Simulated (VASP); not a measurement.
Wanted: the native input for a VASP 6.6.1 run.

- Task: single point
- Functional: r2SCAN
- Potentials or basis: VASP PAW PBE potentials, release 64 (Li_sv, F)
- Cutoff: 520 eV
- k mesh: 10 × 10 × 10
- Occupations: gaussian, width 0.05 eV
- Spin: no spin polarisation
- Dipole correction: no
- Further INCAR settings: ALGO = Normal; EDIFF = 1e-06; NBANDS = 12

LiF:

```
Li F
1.0
     0.00000    1.93344    2.01400
     1.93344    0.00000    2.01400
     1.93344    1.93344    0.00000
Li F
1 1
Direct
  0.00000 0.00000 0.00000
  0.50000 0.50000 0.50000
```

This cell differs from its parent crystal: strain -0.040 along x and y, +0.000 along z.

One way to write it, as run:

POSCAR

```
LiF
1.0
    0.0000000000      1.9334400000      2.0140000000
    1.9334400000      0.0000000000      2.0140000000
    1.9334400000      1.9334400000      0.0000000000
Li F
1 1
Direct
    0.0000000000      0.0000000000      0.0000000000
    0.5000000000      0.5000000000      0.5000000000
```

INCAR.step1

```
PREC     = Accurate       # precision mode
ENCUT    = 520            # plane-wave cutoff, eV
ISMEAR   = 0              # smearing method
SIGMA    = 0.05           # smearing width, eV
LREAL    = F              # projectors in reciprocal space
LASPH    = T              # aspherical terms in the spheres
NELM     = 100            # most SCF steps
NBANDS   = 12             # bands
GGA      = PE             # functional
ALGO     = Normal         # electronic algorithm
EDIFF    = 1E-4           # SCF threshold, eV
LWAVE    = T              # write WAVECAR
LCHARG   = F              # write CHGCAR
```

INCAR.step2

```
PREC     = Accurate       # precision mode
ENCUT    = 520            # plane-wave cutoff, eV
EDIFF    = 1E-6           # SCF threshold, eV
ISMEAR   = 0              # smearing method
SIGMA    = 0.05           # smearing width, eV
LREAL    = F              # projectors in reciprocal space
LASPH    = T              # aspherical terms in the spheres
NELM     = 100            # most SCF steps
ALGO     = Normal         # electronic algorithm
ISIF     = 2              # what is computed and relaxed
LWAVE    = F              # write WAVECAR
LCHARG   = F              # write CHGCAR
METAGGA  = R2SCAN         # meta-GGA
LMIXTAU  = T            
NBANDS   = 12             # bands
ISTART   = 1
```

KPOINTS

```
Automatic mesh
0
Gamma
  10 10 10
```

Potentials or basis: VASP PAW PBE potentials, release 64 (Li_sv, F).

The run is started by

```bash
$ cat potpaw_PBE.64/Li_sv/POTCAR potpaw_PBE.64/F/POTCAR > POTCAR
$ cp INCAR.step1 INCAR
$ mpirun -np 1 vasp_std > vasp.out
$ cp INCAR.step2 INCAR
$ mpirun -np 1 vasp_std > vasp.out
```

Results of the run:

The band gap on the k mesh is 11.03 eV.

Caveat: the cell differs from its parent crystal (strain -0.040 along x and y, +0.000 along z).

Wall time 51 s on 1 thread of Intel(R) Xeon(R) Platinum 8259CL CPU @ 2.50GHz (Skylake/Cascade Lake), with other jobs on the host, peak memory 0.13 GiB.
